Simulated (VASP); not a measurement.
Wanted: the native input for a VASP 6.6.1 run.

- Task: single point
- Functional: PBE
- Potentials or basis: VASP PAW PBE potentials, release 64 (Eu, Be, As)
- Cutoff: 520 eV
- k mesh: 6 × 6 × 4
- Occupations: gaussian, width 0.1 eV
- Spin: collinear spin, antiferromagnetic start
- Starting moments: [-7.0, 7.0, 0.0, 0.0, 0.0] μB
- Dipole correction: no
- Further INCAR settings: ALGO = Normal; EDIFF = 1e-06; NBANDS = 35

The structure of Eu2BeAs2 lies in POSCAR:

```
Eu2BeAs2
1.0
    4.6591456367     -0.0000000032      0.0000000000
   -2.3295728155      4.0349384829      0.0000000000
    0.0000000000      0.0000000000      9.3291873804
Eu Be As
2 1 2
Direct
    0.0000000000      0.0000000000      0.8189050729
    0.0000000000      0.0000000000      0.1810955674
    0.0000000000      0.0000000000      0.4999979795
    0.3333333333      0.6666666667      0.0000006902
    0.6666666667      0.3333333333      0.0000006902
```

The cell was generated, and may not be a known phase.

These files were run (other wordings do the same):

INCAR

```
  ALGO = Normal
  EDIFF = 1E-6
  ENCUT = 520
  GGA = PE
  ISIF = 2
  ISMEAR = 0
  ISPIN = 2
  LASPH = True
  LCHARG = False
  LMAXMIX = 6
  LORBIT = 11
  LREAL = False
  LWAVE = False
  MAGMOM = -7 7 0 0 0
  NBANDS = 35
  NELM = 150
  PREC = Accurate
  SIGMA = 0.1
```

KPOINTS

```
k-points
0
Gamma
  6 6 4
```

Potentials or basis: VASP PAW PBE potentials, release 64 (Eu, Be, As).

The run is started by

```bash
$ cat potpaw_PBE.64/Eu/POTCAR potpaw_PBE.64/Be/POTCAR potpaw_PBE.64/As/POTCAR > POTCAR
$ mpirun -np 1 vasp_std > vasp.out
```

Results of the run:

```
Pressure                                              : -0.1 GPa
Largest force                                         : 0.007 eV/Å
Band gap on the k mesh                                : zero (filled and empty bands overlap)
Net moment                                            : 0.00 μB per cell
Site moments                                          : Eu -6.59, +6.59; Be +0.00; As +0.00 μB
Valence electrons inside the program's atomic spheres : Eu 14.77; Be 0.74; As 2.76
```

Caveat: the antiferromagnetic order is the one typed at the start, and another may lie lower; spin-orbit coupling is left out, which moves the levels of the heavy elements; semilocal functionals describe open f shells poorly, which spoils levels, moments and volumes.

Run time: 4.3 min on 1 thread of Intel(R) Xeon(R) 6975P-C (Granite Rapids), with other jobs on the host, peak memory 0.5 GiB.
